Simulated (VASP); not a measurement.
# Al (Im-3m) in VASP: notebook

The runs below take Al through relaxation of cell and atoms, with BLYP+D3(BJ), LDA, PBEsol+D3(BJ).

Program: VASP 6.6.1. These are calculated values, not measurements. Logs are shortened: lines on timing, memory, paths and dates and some standing lists are left out, and cuts for length are marked.

## 1. The cell of the first run

It takes space group Im-3m (No. 229, cubic). The conventional cell has a = 3.182 Å, b = 3.182 Å, c = 3.182 Å, α = 90.00°, β = 90.00°, γ = 90.00°. Al (site symmetry m-3m) has 14 Al at 2.76 to 3.18 Å within 3.6 Å.

## 2. Relaxation of cell and atoms, BLYP+D3(BJ)

Input file INCAR:

```
SYSTEM = Al
PREC = Accurate
ENCUT = 600
EDIFF = 1E-7
ISMEAR = 1
SIGMA = 0.15
LREAL = .FALSE.
LASPH = .TRUE.
NELM = 100
ALGO = Normal
ISIF = 3
LWAVE = .FALSE.
LCHARG = .FALSE.
GGA = B5
ALDAX = 1.0
AGGAX = 1.0
AGGAC = 1.0
ALDAC = 0.0
IVDW = 12
VDW_S6 = 1.0
VDW_S8 = 2.6996
VDW_A1 = 0.4298
VDW_A2 = 4.2359
IBRION = 2
NSW = 80
EDIFFG = -0.005
```

Input file KPOINTS:

```
regular mesh
0
G
  12 12 12
  0 0 0
```

Input file POSCAR:

```
Al
1.0
   -1.5912200000      1.5912200000      1.5912200000
    1.5912200000     -1.5912200000      1.5912200000
    1.5912200000      1.5912200000     -1.5912200000
Al
1
Direct
    0.0000000000      0.0000000000      0.0000000000
```

Potentials or basis: VASP PAW PBE potentials, release 64 (Al).

Command:

```bash
cat potpaw_PBE.64/Al/POTCAR > POTCAR
mpirun -np 1 vasp_std > vasp.out
```

OUTCAR:

```text
SYSTEM = Al
   PREC = Accurate
   ENCUT = 600
   EDIFF = 1E-7
   ISMEAR = 1
   LREAL = .FALSE.
   LASPH = .TRUE.
   NELM = 100
   ISIF = 3
   GGA = B5
   IVDW = 12
   IBRION = 2
   NSW = 80
   EDIFFG = -0.005
 IVDW          = 12

 ion  position               nearest neighbor table
   1  0.000  0.000  0.000-

  LATTYP: Found a body centered cubic cell.
 ALAT       =     3.1824400000

  Lattice vectors:

 A1 = (  -1.5912200000,   1.5912200000,   1.5912200000)
 A2 = (   1.5912200000,  -1.5912200000,   1.5912200000)
 A3 = (   1.5912200000,   1.5912200000,  -1.5912200000)

Analysis of symmetry for initial positions (statically):
=====================================================================
 Subroutine PRICEL returns:
 Original cell was already a primitive cell.

 Routine SETGRP: Setting up the symmetry group for a
 body centered cubic supercell.

 Subroutine GETGRP returns: Found 48 space group operations
 (whereof 48 operations were pure point group operations)
 out of a pool of 48 trial point group operations.

The static configuration has the point symmetry O_h .

Analysis of symmetry for dynamics (positions and initial velocities):
=====================================================================
 Subroutine PRICEL returns:
 Original cell was already a primitive cell.

 Routine SETGRP: Setting up the symmetry group for a
 body centered cubic supercell.

 Subroutine GETGRP returns: Found 48 space group operations
 (whereof 48 operations were pure point group operations)
 out of a pool of 48 trial point group operations.

The dynamic configuration has the point symmetry O_h .

 Subroutine INISYM returns: Found 48 space group operations
 (whereof 48 operations are pure point group operations),
 and found     1 'primitive' translations

----------------------------------------------------------------------------------------

                                     Primitive cell

[... 145 lines left out ...]

  FORCE on cell =-STRESS in cart. coord.  units (eV):
  Direction    XX          YY          ZZ          XY          YZ          ZX
  --------------------------------------------------------------------------------------
  -------------------------------------------------------------------------------------
  Total      -0.04369    -0.04369    -0.04369     0.00000    -0.00000    -0.00000
  in kB      -4.34382    -4.34382    -4.34382     0.00000    -0.00000    -0.00000
  external pressure =       -4.34 kB  Pullay stress =        0.00 kB

 VOLUME and BASIS-vectors are now :
 -----------------------------------------------------------------------------
  energy-cutoff  :      600.00
  volume of cell :       16.12
      direct lattice vectors                 reciprocal lattice vectors
    -1.591220000  1.591220000  1.591220000     0.000000000  0.314224306  0.314224306
     1.591220000 -1.591220000  1.591220000     0.314224306  0.000000000  0.314224306
     1.591220000  1.591220000 -1.591220000     0.314224306  0.314224306  0.000000000

 POSITION                                       TOTAL-FORCE (eV/Angst)
 -----------------------------------------------------------------------------------
      0.00000      0.00000      0.00000         0.000000     -0.000000      0.000000
 -----------------------------------------------------------------------------------
    total drift:                                0.000000     -0.000000      0.000000

  FREE ENERGIE OF THE ION-ELECTRON SYSTEM (eV)
  ---------------------------------------------------
  free  energy   TOTEN  =        -3.3634740288 eV

  energy  without entropy=       -3.3633075530  energy(sigma->0) =       -3.36341854

--------------------------------------- Ionic step        2  -------------------------------------------

 number of electron       3.0000000 magnetization

 Free energy of the ion-electron system (eV)
  ---------------------------------------------------
  ext. energy  EPLUGINS =         0.00000000
  ---------------------------------------------------
  free energy    TOTEN  =        -2.56576067 eV

  energy without entropy =       -2.56562102  energy(sigma->0) =       -2.56571412

 E-fermi :   8.7520     XC(G=0):  -9.7890

 val. band max:        8.6761053063   @ k =   0.3333   0.0833  -0.0000
 cond. band min:       8.7612983606   @ k =   0.3333   0.2500   0.0833
 fundamental gap:      0.0851930543
 Fermi energy:         8.7520328458

 k-point     1 :       0.0000    0.0000    0.0000
  band No.  band energies     occupation
      1      -2.5263      2.00000
      2      22.1559      0.00000
      3      22.1559      0.00000
      4      22.1559      0.00000
      5      23.6400      0.00000
[... 177 lines left out ...]
 k-point    24 :       0.4167    0.0833    0.0833
  band No.  band energies     occupation
      1       4.8021      2.00000
      2       5.2486      2.00000
      3      13.8269      0.00000
      4      14.4180      0.00000
      5      22.9756      0.00000

 [... further k-points ...]

------------------------ aborting loop because EDIFF is reached ----------------------------------------

 Edisp (eV)   -0.79785

 E8    (eV) :    -0.5929

  FORCE on cell =-STRESS in cart. coord.  units (eV):
  Direction    XX          YY          ZZ          XY          YZ          ZX
  --------------------------------------------------------------------------------------
  -------------------------------------------------------------------------------------
  Total      -0.00118    -0.00118    -0.00118    -0.00000     0.00000     0.00000
  in kB      -0.11821    -0.11821    -0.11821    -0.00000     0.00000     0.00000
  external pressure =       -0.12 kB  Pullay stress =        0.00 kB

 VOLUME and BASIS-vectors are now :
 -----------------------------------------------------------------------------
  energy-cutoff  :      600.00
  volume of cell :       16.01
      direct lattice vectors                 reciprocal lattice vectors
    -1.587865924  1.587865924  1.587865924     0.000000000  0.314888047  0.314888047
     1.587865924 -1.587865924  1.587865924     0.314888047  0.000000000  0.314888047
     1.587865924  1.587865924 -1.587865924     0.314888047  0.314888047  0.000000000

 POSITION                                       TOTAL-FORCE (eV/Angst)
 -----------------------------------------------------------------------------------
      0.00000     -0.00000      0.00000         0.000000      0.000000      0.000000
 -----------------------------------------------------------------------------------
    total drift:                                0.000000      0.000000      0.000000

  FREE ENERGIE OF THE ION-ELECTRON SYSTEM (eV)
  ---------------------------------------------------
  free  energy   TOTEN  =        -3.3636139142 eV

  energy  without entropy=       -3.3634742728  energy(sigma->0) =       -3.36356737

 reached required accuracy - stopping structural energy minimisation
```

Run time: 7.4 s. Hardware: 1 thread of Intel Xeon 6975P-C (Granite Rapids), shared host; peak memory 0.14 GiB.

What came out:

- Free energy: -3.3636 eV
- Relaxed volume: 16.01 Å³/atom
- Relaxed cell: a = 2.750 Å, b = 2.750 Å, c = 2.750 Å, α = 109.47°, β = 109.47°, γ = 109.47°
- Space group after relaxing (to 0.05 Å): Im-3m (No. 229)
- Energy gained by relaxing: 0.1 meV/atom
- Ionic steps: 2
- Pressure after relaxing: 0.0 GPa
- Dispersion energy per atom: -0.798 eV

Step by step:
```
step  energy change (eV)  largest force (eV/Å)  pressure (GPa)  volume (Å³)
   1              0.0000                0.0000           -0.43        16.12
   2             -0.0001                0.0000           -0.01        16.01
```

Final structure:
```cif
data_structure
_symmetry_space_group_name_H-M 'P 1'
_symmetry_Int_Tables_number 1
_cell_length_a 2.7503
_cell_length_b 2.7503
_cell_length_c 2.7503
_cell_angle_alpha 109.471
_cell_angle_beta 109.471
_cell_angle_gamma 109.471
_cell_volume 16.01
loop_
_atom_site_label
_atom_site_type_symbol
_atom_site_fract_x
_atom_site_fract_y
_atom_site_fract_z
_atom_site_occupancy
Al1 Al 0.00000 0.00000 0.00000 1
```

Caveat: the PAW data sets were made with another functional, which shifts forces and pressure a little; pairwise dispersion overbinds metals, which lowers pressure and volume.

[end of part 1 of 2]
